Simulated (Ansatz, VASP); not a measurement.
## Two plane-wave programs on NiO

```
Ni O
1.0
     0.00000    2.07190    2.07190
     2.07190    0.00000    2.07190
     2.07190    2.07190    0.00000
Ni O
1 1
Cartesian
  0.0000 0.0000 0.0000
  2.0719 2.0719 2.0719
```

Alike in both runs: task single point; functional BLYP; dispersion D3(BJ); k mesh 11 × 11 × 11; occupations fermi-dirac, width 0.05 eV; collinear spin.

|  | VASP | Ansatz |
| --- | --- | --- |
| version | VASP 6.6.1 | Ansatz 0.2.0 |
| potentials or method | VASP PAW PBE potentials, release 64 (Ni, O) | Ansatz PAW |
| plane-wave cutoff (eV) | 520 | 420 |
| valence electrons in the cell | 16 | 24 |

```tsv
	VASP	Ansatz	Ansatz less VASP
gap on the k mesh at the Fermi level (eV)	none	none	-
pressure (GPa)	11.5	12.0	+0.46
net moment per atom (μB)	0.77	0.80	+0.026
size of the moment on the site where the two differ most (μB)	0.23	0.25	+0.023
```

VASP's potentials were made for PBE, not for BLYP. Site moments also hang on the region over which each program counts them. A gap of «none» marks a metal or a gap that the smearing closes. VASP's potentials hold 16 valence electrons a cell and Ansatz's 24, so a difference there can come from the potentials and not from the codes.
